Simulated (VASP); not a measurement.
A run of VASP 6.6.1 is set up as follows.

INCAR

```
PREC = Accurate ; ENCUT = 520
EDIFF = 1E-6 ; ISMEAR = 0
SIGMA = 0.01 ; LREAL = False
LASPH = True ; NELM = 80
ALGO = Normal ; ISIF = 2
LWAVE = False ; LCHARG = False
GGA = PE ; IVDW = 12
NBANDS = 23
```

Contents of KPOINTS:

```
regular mesh
0
Gamma
  8 8 8
```

File POSCAR:

```
CaB6
1.0
    4.1166126525      0.0000000000      0.0000000000
    0.0000000000      4.1166126525      0.0000000000
    0.0000000000      0.0000000000      4.1166126525
Ca B
1 6
Direct
    0.5000000000      0.5000000000      0.5000000000
    0.0000000000      0.0000000000      0.2986086285
    0.0000000000      0.0000000000      0.7013913715
    0.2986086285      0.0000000000      0.0000000000
    0.7013913715      0.0000000000      0.0000000000
    0.0000000000      0.2986086285      0.0000000000
    0.0000000000      0.7013913715      0.0000000000
```

Potentials or basis: VASP PAW PBE potentials, release 64 (Ca_sv, B).

The run is started by

```sh
$ cat potpaw_PBE.64/Ca_sv/POTCAR potpaw_PBE.64/B/POTCAR > POTCAR
$ mpirun -np 1 vasp_std > vasp.out
```

(1) Estimate the dispersion energy per atom.

(2) Estimate the pressure.

## Answers

(1) -0.223 eV.

(2) 0.1 GPa.
